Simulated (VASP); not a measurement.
NdHf:

```
Nd Hf
1.0
     3.31626    0.00000    0.00000
    -1.65813    2.87196    0.00000
     0.00000    0.00000    6.14281
Nd Hf
1 1
Direct
  0.00000 0.00000 0.00000
  0.00000 0.00000 0.50000
```

The cell was generated, and may not be a known phase.

- Program: VASP 6.6.1
- Task: relaxation of cell and atoms
- Functional: PBE
- Potentials or basis: VASP PAW PBE potentials, release 64 (Nd_3, Hf_pv), 4f in core
- Cutoff: 500 eV
- k mesh: 7 × 7 × 3
- Occupations: gaussian, width 0.2 eV
- Spin: no spin polarisation

At the start: pressure -3.0 GPa; volume 29.25 Å³/atom.

Task: Where does the relaxation end?

Result: Over 5 steps the energy falls by 59.2 meV/atom and the volume is 27.72 Å³/atom (-5.2 %); space group P6/mmm (No. 191, to 0.1 Å) before and after.

Step by step:
```
step  energy change (eV)  largest force (eV/Å)  pressure (GPa)  volume (Å³)
   1              0.0000                0.0000           -3.04        58.51
   2             -0.1058                0.0000            1.96        53.81
   3             -0.1174                0.0000            0.50        54.82
   4             -0.1173                0.0000            0.40        54.89
   5             -0.1184                0.0000           -0.14        55.45
```

Final structure:
```xyz
2
Lattice="3.1830 0.0000 0.0000 -1.5915 2.7566 0.0000 0.0000 0.0000 6.3195" Properties=species:S:1:pos:R:3 pbc="T T T"
Nd    0.0000    0.0000    0.0000
Hf   -1.5915    2.7566    3.1598
```
